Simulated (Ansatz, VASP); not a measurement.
## One calculation of Yb3Rh, two programs

```
Yb Rh
1.0
     4.61194    0.00000    0.00000
     0.00000    4.61194    0.00000
     0.00000    0.00000    4.61194
Yb Rh
3 1
Direct
  0.00000 0.50000 0.50000
  0.50000 0.00000 0.50000
  0.50000 0.50000 0.00000
  0.00000 0.00000 0.00000
```

Change from the starting cell: species swapped into the SmTl3 type (Pm-3m, No. 221).

Alike in both runs: functional PBE; k mesh 4 × 4 × 4; occupations gaussian, width 0.1 eV; no spin polarisation.

Ansatz relaxed the structure, and its values are those at the end. VASP's run is a single point on that final structure, the one shown.

|  | VASP | Ansatz |
| --- | --- | --- |
| version | VASP 6.6.1 | Ansatz 0.2.0 |
| potentials or method | VASP PAW PBE potentials, release 64 (Yb, Rh_pv), cutoff 520 eV | scalar-relativistic, plane waves, PAW |
| valence electrons in the cell | 87 | 89 |

Ansatz gave:

| Property | Result |
| --- | --- |
| gap on the k mesh at the Fermi level (eV) | none |
| pressure (GPa) | 0.1 |

**Question.** Which values does VASP return?

**Answer.** gap on the k mesh at the Fermi level (eV): none; pressure (GPa): 0.0.

A gap of «none» marks a metal or a gap that the smearing closes. VASP's potentials hold 87 valence electrons a cell and Ansatz's 89, so a difference there can come from the potentials and not from the codes.

Spin-orbit coupling is off throughout.
